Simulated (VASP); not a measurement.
# KCl (Fm-3m) in VASP: a series of runs, part 2 of 3

VASP 6.6.1.

### 3 Phonons, r2SCAN

This run uses another cell than the first one, of 28.63 Å³/atom, 1.063 times its volume.

File INCAR:

```
SYSTEM = KCl
ALGO     = Normal         ! electronic algorithm
EDIFF    = 1E-8           ! SCF threshold, eV
ENCUT    = 520            ! plane-wave cutoff, eV
IBRION   = 6              ! ionic algorithm
ISIF     = 2              ! what is computed and relaxed
ISMEAR   = 0              ! smearing method
LASPH    = .TRUE.         ! aspherical terms in the spheres
LCHARG   = .TRUE.         ! write CHGCAR
LMIXTAU  = .TRUE.       
LREAL    = .FALSE.        ! projectors in reciprocal space
LWAVE    = .FALSE.        ! write WAVECAR
METAGGA  = R2SCAN         ! meta-GGA
NELM     = 100            ! most SCF steps
NFREE    = 2            
NSW      = 1              ! ionic steps
POTIM    = 0.015          ! step
PREC     = Accurate       ! precision mode
SIGMA    = 0.01           ! smearing width, eV
```

File KPOINTS:

```
k-points
0
G
  6 6 6
  0 0 0
```

File POSCAR:

```
KCl
1.0
    3.0592098715      3.0592098715      0.0000000000
   -3.0592098715      3.0592098715      0.0000000000
    0.0000000000      3.0592098715      3.0592098715
K Cl
1 1
Direct
    0.0000000000      0.0000000000      0.0000000000
    0.5000000000      0.5000000000      0.0000000000
```

Potentials or basis: VASP PAW PBE potentials, release 64 (K_sv, Cl).

The run is started by

```console
$ cat potpaw_PBE.64/K_sv/POTCAR potpaw_PBE.64/Cl/POTCAR > POTCAR
$ mpirun -np 1 vasp_std > vasp.out
```

OUTCAR:

```text
SYSTEM = KCl
   EDIFF = 1E-8
   ENCUT = 520
   IBRION = 6
   ISIF = 2
   ISMEAR = 0
   LASPH = .TRUE.
   LREAL = .FALSE.
   METAGGA = R2SCAN
   NELM = 100
   NFREE = 2
   NSW = 1
   POTIM = 0.015
   PREC = Accurate

 ion  position               nearest neighbor table
   1  0.000  0.000  0.000-   2 3.06   2 3.06   2 3.06   2 3.06   2 3.06   2 3.06
   2  0.500  0.500  0.000-   1 3.06   1 3.06   1 3.06   1 3.06   1 3.06   1 3.06

  LATTYP: Found a face centered cubic cell.
 ALAT       =     6.1184197430

  Lattice vectors:

 A1 = (   0.0000000000,   3.0592098715,   3.0592098715)
 A2 = (   3.0592098715,   0.0000000000,   3.0592098715)
 A3 = (   3.0592098715,   3.0592098715,   0.0000000000)

Analysis of symmetry for initial positions (statically):
=====================================================================
 Subroutine PRICEL returns:
 Original cell was already a primitive cell.

 Routine SETGRP: Setting up the symmetry group for a
 face centered cubic supercell.

 Subroutine GETGRP returns: Found 48 space group operations
 (whereof 48 operations were pure point group operations)
 out of a pool of 48 trial point group operations.

The static configuration has the point symmetry O_h .

Analysis of symmetry for dynamics (positions and initial velocities):
=====================================================================
 Subroutine PRICEL returns:
 Original cell was already a primitive cell.

 Routine SETGRP: Setting up the symmetry group for a
 face centered cubic supercell.

 Subroutine GETGRP returns: Found 48 space group operations
 (whereof 48 operations were pure point group operations)
 out of a pool of 48 trial point group operations.

The dynamic configuration has the point symmetry O_h .

 Subroutine INISYM returns: Found 48 space group operations
 (whereof 48 operations are pure point group operations),
 and found     1 'primitive' translations

----------------------------------------------------------------------------------------

                                     Primitive cell

  volume of cell :      57.2609

  direct lattice vectors                    reciprocal lattice vectors
     3.059209871  3.059209871  0.000000000     0.163440895  0.163440895 -0.163440895
    -3.059209871  3.059209871  0.000000000    -0.163440895  0.163440895 -0.163440895
     0.000000000  3.059209871  3.059209871     0.000000000  0.000000000  0.326881790

  length of vectors
     4.326376090  4.326376090  4.326376090     0.283087935  0.283087935  0.326881790

  position of ions in fractional coordinates (direct lattice)
     0.000000000  0.000000000  0.000000000
     0.500000000  0.500000000  0.000000000

  ion indices of the primitive-cell ions
   primitive index   ion index
[... 96 lines left out ...]
 finite differences with symmetry
 non-spin polarized calculation
 Gauss-broadening in eV      SIGMA  =   0.01
  energy-cutoff  :      520.00
  volume of cell :       57.26
 maximum number of plane-waves:      1572
   NGX = 17   NGY = 17   NGZ = 17

--------------------------------------- Ionic step        1  -------------------------------------------

 number of electron      16.0000001 magnetization

 Free energy of the ion-electron system (eV)
  ---------------------------------------------------
  ext. energy  EPLUGINS =         0.00000000
  ---------------------------------------------------
  free energy    TOTEN  =       -16.47615371 eV

  energy without entropy =      -16.47615371  energy(sigma->0) =      -16.47615371

------------------------ aborting loop because EDIFF is reached ----------------------------------------

  FORCE on cell =-STRESS in cart. coord.  units (eV):
  Direction    XX          YY          ZZ          XY          YZ          ZX
  --------------------------------------------------------------------------------------
  -------------------------------------------------------------------------------------
  Total        0.7085190      0.7085190      0.7085190     -0.0000000     -0.0000000     -0.0000000
  in kB       19.8245931     19.8245931     19.8245931     -0.0000000     -0.0000000     -0.0000000
  external PRESSURE =      19.8245931 kB  Pullay stress =       0.0000000 kB
[... 131 lines left out ...]
--------------------------------------- Ionic step        5  -------------------------------------------

 number of electron      16.0000001 magnetization

 Free energy of the ion-electron system (eV)
  ---------------------------------------------------
  ext. energy  EPLUGINS =         0.00000000
  ---------------------------------------------------
  free energy    TOTEN  =       -16.47590513 eV

  energy without entropy =      -16.47590513  energy(sigma->0) =      -16.47590513

 E-fermi :  -1.7926     XC(G=0):  -8.3374

 val. band max:       -1.9065216617   @ k =   0.0000   0.0000   0.0000
 cond. band min:       4.2394151782   @ k =   0.0000   0.0000   0.0000
 fundamental gap:      6.1459368399
 Fermi energy:        -1.7925538732

 k-point     1 :       0.0000    0.0000    0.0000
  band No.  band energies     occupation
      1     -29.9791      2.00000
      2     -14.6814      2.00000
      3     -12.6722      2.00000
      4     -12.6722      2.00000
      5     -12.6722      2.00000
      6      -1.9066      2.00000
      7      -1.9066      2.00000
      8      -1.9065      2.00000
      9       4.2394      0.00000
     10       7.1482      0.00000
     11       7.1483      0.00000
     12       7.1483      0.00000
[... 331 lines left out ...]
 k-point    24 :       0.0000    0.0000   -0.3333
  band No.  band energies     occupation
      1     -29.9634      2.00000
      2     -14.6764      2.00000
      3     -12.7292      2.00000
      4     -12.7289      2.00000
      5     -12.6750      2.00000
      6      -2.7091      2.00000
      7      -2.1051      2.00000
      8      -2.1049      2.00000
      9       5.4019      0.00000
     10       6.5828      0.00000
     11       9.0254      0.00000
     12       9.9260      0.00000

 [... further k-points ...]
[... 5 lines left out ...]
  --------------------------------------------------------------------------------------
  -------------------------------------------------------------------------------------
  Total        0.7114632      0.7081638      0.7081638      0.0000000     -0.0000000      0.0000000
  in kB       19.9069718     19.8146531     19.8146531      0.0000000     -0.0000000      0.0000000
  external PRESSURE =      19.8454260 kB  Pullay stress =       0.0000000 kB
[... 17 lines left out ...]
  FREE ENERGIE OF THE ION-ELECTRON SYSTEM (eV)
  ---------------------------------------------------
  free  energy   TOTEN  =       -16.4759051251 eV

  energy  without entropy=      -16.4759051251  energy(sigma->0) =      -16.47590513

 INTERNAL STRAIN TENSORS FROM DISPLACED ATOMS
 ============================================

 INTERNAL STRAIN TENSOR FOR ION    1 for displacements in x,y,z  (eV/Angst):
          X           Y           Z          XY          YZ          ZX
  --------------------------------------------------------------------------------
  x     0.00000     0.00000     0.00000     0.00000     0.00000     0.00000
  y     0.00000     0.00000     0.00000     0.00000     0.00000     0.00000
  z     0.00000     0.00000     0.00000     0.00000     0.00000     0.00000

 INTERNAL STRAIN TENSOR FOR ION    2 for displacements in x,y,z  (eV/Angst):
          X           Y           Z          XY          YZ          ZX
  --------------------------------------------------------------------------------
  x     0.00000     0.00000     0.00000     0.00000     0.00000     0.00000
  y     0.00000     0.00000     0.00000     0.00000     0.00000     0.00000
  z     0.00000     0.00000     0.00000     0.00000     0.00000     0.00000

 Eigenvectors and eigenvalues of the dynamical matrix
 ----------------------------------------------------

   1 f  =    5.300655 THz    33.305000 2PiTHz  176.810833 cm-1    21.921739 meV
             X         Y         Z           dx          dy          dz
      0.000000  0.000000  0.000000     0.000000   -0.000000   -0.686448
      0.000000  3.059210  0.000000     0.000000    0.000000    0.727179
[... 21 lines left out ...]
   6 f/i=    0.023052 THz     0.144840 2PiTHz    0.768933 cm-1     0.095335 meV
             X         Y         Z           dx          dy          dz
      0.000000  0.000000  0.000000     0.163285   -0.464918   -0.534769
      0.000000  3.059210  0.000000     0.154139   -0.438877   -0.504816

 ELASTIC MODULI CONTR FROM IONIC RELAXATION (kBar)
 Direction    XX          YY          ZZ          XY          YZ          ZX
 --------------------------------------------------------------------------------
 XX           0.0000      0.0000      0.0000      0.0000      0.0000      0.0000
 YY           0.0000      0.0000      0.0000      0.0000      0.0000      0.0000
 ZZ           0.0000      0.0000      0.0000      0.0000      0.0000      0.0000
 XY           0.0000      0.0000      0.0000      0.0000      0.0000      0.0000
 YZ           0.0000      0.0000      0.0000      0.0000      0.0000      0.0000
 ZX           0.0000      0.0000      0.0000      0.0000      0.0000      0.0000
 --------------------------------------------------------------------------------
```

It took 2 min on 1 thread of Intel Xeon 6975P-C (Granite Rapids), shared host; peak memory 0.21 GiB.

What came out:

- Highest phonon frequency at Γ, LO-TO splitting left out: 177 cm⁻¹

Phonon frequencies in cm⁻¹ (negative: imaginary):
```
              q point           frequencies
(0.000, 0.000, 0.000)  -1 -1 -1 177 177 177
```

Caveat: the cell wasn't relaxed at this level first, which shifts response properties; the PAW data sets were made with another functional, which shifts forces and pressure a little.

### 4 Phonons, r2SCAN

This run uses another cell than the first one, of 31.15 Å³/atom, 1.157 times its volume.

File INCAR:

```
  PREC = Accurate
  ENCUT = 520
  EDIFF = 1E-8
  ISMEAR = 0
  SIGMA = 0.01
  LREAL = F
  LASPH = T
  NELM = 80
  ALGO = Normal
  ISIF = 2
  LWAVE = F
  LCHARG = T
  METAGGA = R2SCAN
  LMIXTAU = T
  IBRION = 6
  NFREE = 2
  POTIM = 0.015
  NSW = 1
```

File KPOINTS:

```
regular mesh
0
Gamma
  6 6 6
```

File POSCAR:

```
KCl
1.0
    3.1464700000      3.1464700000      0.0000000000
   -3.1464700000      3.1464700000      0.0000000000
    0.0000000000      3.1464700000      3.1464700000
K Cl
1 1
Direct
    0.0000000000      0.0000000000      0.0000000000
    0.5000000000      0.5000000000      0.0000000000
```

Potentials or basis: VASP PAW PBE potentials, release 64 (K_sv, Cl).

The run is started by

```console
$ cat potpaw_PBE.64/K_sv/POTCAR potpaw_PBE.64/Cl/POTCAR > POTCAR
$ mpirun -np 1 vasp_std > vasp.out
```

OUTCAR:

```text
PREC = Accurate
   ENCUT = 520
   EDIFF = 1E-8
   ISMEAR = 0
   LREAL = F
   LASPH = T
   NELM = 80
   ISIF = 2
   METAGGA = R2SCAN
   IBRION = 6
   NFREE = 2
   POTIM = 0.015
   NSW = 1

 ion  position               nearest neighbor table
   1  0.000  0.000  0.000-   2 3.15   2 3.15   2 3.15   2 3.15   2 3.15   2 3.15
   2  0.500  0.500  0.000-   1 3.15   1 3.15   1 3.15   1 3.15   1 3.15   1 3.15

  LATTYP: Found a face centered cubic cell.
 ALAT       =     6.2929400000

  Lattice vectors:

 A1 = (   0.0000000000,   3.1464700000,   3.1464700000)
 A2 = (   3.1464700000,   0.0000000000,   3.1464700000)
 A3 = (   3.1464700000,   3.1464700000,   0.0000000000)

Analysis of symmetry for initial positions (statically):
=====================================================================
 Subroutine PRICEL returns:
 Original cell was already a primitive cell.

 Routine SETGRP: Setting up the symmetry group for a
 face centered cubic supercell.

 Subroutine GETGRP returns: Found 48 space group operations
 (whereof 48 operations were pure point group operations)
 out of a pool of 48 trial point group operations.

The static configuration has the point symmetry O_h .

Analysis of symmetry for dynamics (positions and initial velocities):
=====================================================================
 Subroutine PRICEL returns:
 Original cell was already a primitive cell.

 Routine SETGRP: Setting up the symmetry group for a
 face centered cubic supercell.

 Subroutine GETGRP returns: Found 48 space group operations
 (whereof 48 operations were pure point group operations)
 out of a pool of 48 trial point group operations.

The dynamic configuration has the point symmetry O_h .

 Subroutine INISYM returns: Found 48 space group operations
[... 298 lines left out ...]

 k-point     1 :       0.0000    0.0000    0.0000
  band No.  band energies     occupation
      1     -30.5328      2.00000
      2     -14.9344      2.00000
      3     -13.2241      2.00000
      4     -13.2241      2.00000
      5     -13.2241      2.00000
      6      -2.2643      2.00000
      7      -2.2643      2.00000
      8      -2.2642      2.00000
      9       3.5654      0.00000
     10       6.7699      0.00000
     11       6.7700      0.00000
     12       6.7700      0.00000
[... 331 lines left out ...]
 k-point    24 :       0.0000    0.0000   -0.3333
  band No.  band energies     occupation
      1     -30.5227      2.00000
      2     -14.9274      2.00000
      3     -13.2650      2.00000
      4     -13.2648      2.00000
      5     -13.2206      2.00000
      6      -2.9721      2.00000
      7      -2.4466      2.00000
      8      -2.4465      2.00000
      9       5.1168      0.00000
     10       5.8273      0.00000
     11       8.5444      0.00000
     12       9.1523      0.00000

 [... further k-points ...]
[... 5 lines left out ...]
  --------------------------------------------------------------------------------------
  -------------------------------------------------------------------------------------
  Total       -0.0079188     -0.0104242     -0.0104242      0.0000000     -0.0000000     -0.0000000
  in kB       -0.2036434     -0.2680719     -0.2680719      0.0000000     -0.0000000     -0.0000000
  external PRESSURE =      -0.2465957 kB  Pullay stress =       0.0000000 kB
[... 17 lines left out ...]
  FREE ENERGIE OF THE ION-ELECTRON SYSTEM (eV)
  ---------------------------------------------------
  free  energy   TOTEN  =       -16.5063204173 eV

  energy  without entropy=      -16.5063204173  energy(sigma->0) =      -16.50632042

 INTERNAL STRAIN TENSORS FROM DISPLACED ATOMS
 ============================================

 INTERNAL STRAIN TENSOR FOR ION    1 for displacements in x,y,z  (eV/Angst):
          X           Y           Z          XY          YZ          ZX
  --------------------------------------------------------------------------------
  x     0.00000     0.00000     0.00000     0.00000     0.00000     0.00000
  y     0.00000     0.00000     0.00000     0.00000     0.00000     0.00000
  z     0.00000     0.00000     0.00000     0.00000     0.00000     0.00000

 INTERNAL STRAIN TENSOR FOR ION    2 for displacements in x,y,z  (eV/Angst):
          X           Y           Z          XY          YZ          ZX
  --------------------------------------------------------------------------------
  x     0.00000     0.00000     0.00000     0.00000     0.00000     0.00000
  y     0.00000     0.00000     0.00000     0.00000     0.00000     0.00000
  z     0.00000     0.00000     0.00000     0.00000     0.00000     0.00000

 Eigenvectors and eigenvalues of the dynamical matrix
 ----------------------------------------------------

   1 f  =    4.404243 THz    27.672673 2PiTHz  146.909721 cm-1    18.214476 meV
             X         Y         Z           dx          dy          dz
      0.000000  0.000000  0.000000     0.169405   -0.654345    0.128881
      0.000000  3.146470  0.000000    -0.178644    0.690028   -0.135910
[... 21 lines left out ...]
   6 f/i=    0.009162 THz     0.057568 2PiTHz    0.305620 cm-1     0.037892 meV
             X         Y         Z           dx          dy          dz
      0.000000  0.000000  0.000000     0.106423    0.712640    0.085685
      0.000000  3.146470  0.000000     0.100920    0.675788    0.081254

 ELASTIC MODULI CONTR FROM IONIC RELAXATION (kBar)
 Direction    XX          YY          ZZ          XY          YZ          ZX
 --------------------------------------------------------------------------------
 XX           0.0000      0.0000      0.0000      0.0000      0.0000      0.0000
 YY           0.0000      0.0000      0.0000      0.0000      0.0000      0.0000
 ZZ           0.0000      0.0000      0.0000      0.0000      0.0000      0.0000
 XY           0.0000      0.0000      0.0000      0.0000      0.0000      0.0000
 YZ           0.0000      0.0000      0.0000      0.0000      0.0000      0.0000
 ZX           0.0000      0.0000      0.0000      0.0000      0.0000      0.0000
 --------------------------------------------------------------------------------
```

stdout:

```text
POSCAR found type information on POSCAR K Cl
 POSCAR found :  2 types and       2 ions
 scaLAPACK will be used
 -----------------------------------------------------------------------------
|                                                                             |
|                                                                             |
|     You enforced a specific xc type in the INCAR file but a different       |
|     I HOPE YOU KNOW WHAT YOU ARE DOING!                                     |
|                                                                             |
 -----------------------------------------------------------------------------

 LDA part: xc-table for (None), standard interpolation
 POSCAR, INCAR and KPOINTS ok, starting setup
 FFT: planning ... GRIDC
 FFT: planning ... GRID_SOFT
 FFT: planning ... GRID
 WAVECAR not read
 entering main loop
 Found     2 degrees of freedom:
 Finite differences POTIM= 0.01500 DOF=   2
 bond charge predicted
 Finite differences progress:
 bond charge predicted
 Finite differences progress:
 bond charge predicted
 Finite differences progress:
 bond charge predicted
 Finite differences progress:
```

Run time: 3.2 min. Hardware: 1 thread of Intel Xeon 6975P-C (Granite Rapids), shared host; peak memory 0.24 GiB.

Results:

| Quantity | Value |
| --- | --- |
| Highest phonon frequency at Γ, LO-TO splitting left out | 147 cm⁻¹ |

Phonon frequencies in cm⁻¹ (negative: imaginary):
```tsv
q point	frequencies
(0.000, 0.000, 0.000)	0 0 0 147 147 147
```

Caveat: the PAW data sets were made with another functional, which shifts forces and pressure a little.

(Part 2 of 3 ends here.)
